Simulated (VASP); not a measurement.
Set up this calculation in VASP 6.6.1, as the native input.

- Task: single point
- Functional: PBE
- Potentials or basis: VASP PAW PBE potentials, release 64 (Ga_d, N)
- Cutoff: 520 eV
- k mesh: 12 × 12 × 8
- Occupations: gaussian, width 0.05 eV
- Spin: no spin polarisation
- Dipole correction: no
- Further INCAR settings: ALGO = Normal; EDIFF = 1e-07; NBANDS = 26

The structure of GaN lies in POSCAR:

```
GaN
1.0
    3.2607273028      0.0000000001      0.0000000000
   -1.6303636515      2.8238726790      0.0000000000
    0.0000000000      0.0000000000      5.3121585662
Ga N
2 2
Direct
    0.3333333333      0.6666666667     -0.0008648221
    0.6666666667      0.3333333333      0.4991351779
    0.3333333333      0.6666666667      0.3758648221
    0.6666666667      0.3333333333      0.8758648221
```

This cell differs from its parent crystal: volume scaled by 1.040.

The input as run:

INCAR

```
SYSTEM = GaN
ALGO = Normal
EDIFF = 1E-7
ENCUT = 520
GGA = PE
ISIF = 2
ISMEAR = 0
LASPH = .TRUE.
LCHARG = .FALSE.
LREAL = .FALSE.
LWAVE = .FALSE.
NBANDS = 26
NELM = 80
PREC = Accurate
SIGMA = 0.05
```

KPOINTS

```
k-points
0
G
  12 12 8
  0 0 0
```

Potentials or basis: VASP PAW PBE potentials, release 64 (Ga_d, N).

Run with:

```sh
$ cat potpaw_PBE.64/Ga_d/POTCAR potpaw_PBE.64/N/POTCAR > POTCAR
$ mpirun -np 1 vasp_std > vasp.out
```

It gave:

| Quantity | Value |
| --- | --- |
| Pressure | -6.0 GPa |
| Largest force | 0.006 eV/Å |
| Band gap on the k mesh | 1.45 eV, direct |

Run time: 41 s on 1 thread of Intel(R) Xeon(R) 6975P-C (Granite Rapids), on a shared host, peak memory 0.23 GiB.
